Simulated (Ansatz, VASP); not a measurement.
Si: VASP beside Ansatz

```
CELL_PARAMETERS angstrom
0.00000 2.77099 2.77099
2.77099 0.00000 2.77099
2.77099 2.77099 0.00000
ATOMIC_POSITIONS crystal
Si 0.00000 0.00000 0.00000
Si 0.25000 0.25000 0.25000
```

Alike in both runs: task single point; functional HSE06; k mesh 4 × 4 × 4; occupations fermi-dirac, width 0.05 eV; no spin polarisation.

|  | VASP | Ansatz |
| --- | --- | --- |
| version | VASP 6.6.1 | Ansatz 0.2.0 development build |
| potentials or method | VASP PAW PBE potentials, release 64 (Si) | plane waves, PAW datasets (generated soft set 1) |
| plane-wave cutoff (eV) | 520 | 420 |
| valence electrons in the cell | 8 | 8 |

```csv
,VASP,Ansatz,Ansatz less VASP
gap on the k mesh at the Fermi level (eV),1.44,1.43,-0.012
```

The k mesh is coarse, so the values compare programs but aren't converged.
